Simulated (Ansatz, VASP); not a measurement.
# Two plane-wave programs on Ag3Os

File INCAR:

```
PREC = Accurate
ENCUT = 600
EDIFF = 1E-7
ISMEAR = 0
SIGMA = 0.1
LREAL = F
LASPH = T
NELM = 80
ALGO = Fast
ISIF = 3
LWAVE = F
LCHARG = F
GGA = PE
IBRION = 2
NSW = 100
EDIFFG = -0.01
```

The input KPOINTS:

```
Automatic mesh
0
Gamma
  12 12 4
```

Contents of POSCAR:

```
Ag3Os
1.0
    2.8010960487      0.0000000000      0.0000000000
   -1.4005480243      2.4258203366      0.0000000000
    0.0000000000      0.0000000000      9.7612361880
Ag Os
3 1
Direct
    0.0000000000      0.0000000000      0.0000000000
    0.6666666667      0.3333333333      0.7470672818
    0.6666666667      0.3333333333      0.2529327182
    0.0000000000      0.0000000000      0.5000000000
```

Input for Ansatz:

```yaml
crystal:
  lattice:
    - [2.8010960487, 0.0, 0.0]
    - [-1.4005480243, 2.4258203366, 0.0]
    - [0.0, 0.0, 9.761236188]
  atoms:
    - { symbol: Ag, position: [0.0, 0.0, 0.0] }
    - { symbol: Ag, position: [0.6666666667, 0.3333333333, 0.7470672818] }
    - { symbol: Ag, position: [0.6666666667, 0.3333333333, 0.2529327182] }
    - { symbol: Os, position: [0.0, 0.0, 0.5] }
basis:
  ecutwfc: 420
kpoints:
  mp_grid: { grid: [12, 12, 4] }
hamiltonian:
  xc: pbe
scf:
  occupations: { method: gaussian, width: 0.1 }
output:
  forces: true
  stress: true
  eigenvalues: true
relax:
  adjacent_minimum: "off"
  f_tol: 0.01
  max_steps: 80
  cell: { stress_tol: 0.05 }
```

Change from the starting cell: species swapped into the Mg3Zn type (P-6m2, No. 187).

Alike in both runs: task relaxation of cell and atoms; functional PBE; k mesh 12 × 12 × 4; occupations gaussian, width 0.1 eV; no spin polarisation.

|  | VASP | Ansatz |
| --- | --- | --- |
| version | VASP 6.6.1 | Ansatz 0.2.0 |
| potentials or method | VASP PAW PBE potentials, release 64 (Ag, Os), cutoff 600 eV | scalar-relativistic, plane waves, PAW |
| valence electrons in the cell | 41 | 73 |

```tsv
	VASP	Ansatz	Ansatz less VASP
gap on the k mesh at the Fermi level, each at its own relaxed structure (eV)	none	none	-
relaxed volume (Å³/atom)	16.55	16.58	+0.028
relaxed length of the cell vector where the two differ most in proportion (Å)	9.797	9.803	+0.0061
```

A gap of «none» marks a metal or a gap that the smearing closes. VASP's potentials hold 41 valence electrons a cell and Ansatz's 73, so a difference there can come from the potentials and not from the codes.

Neither program's run includes spin-orbit coupling.
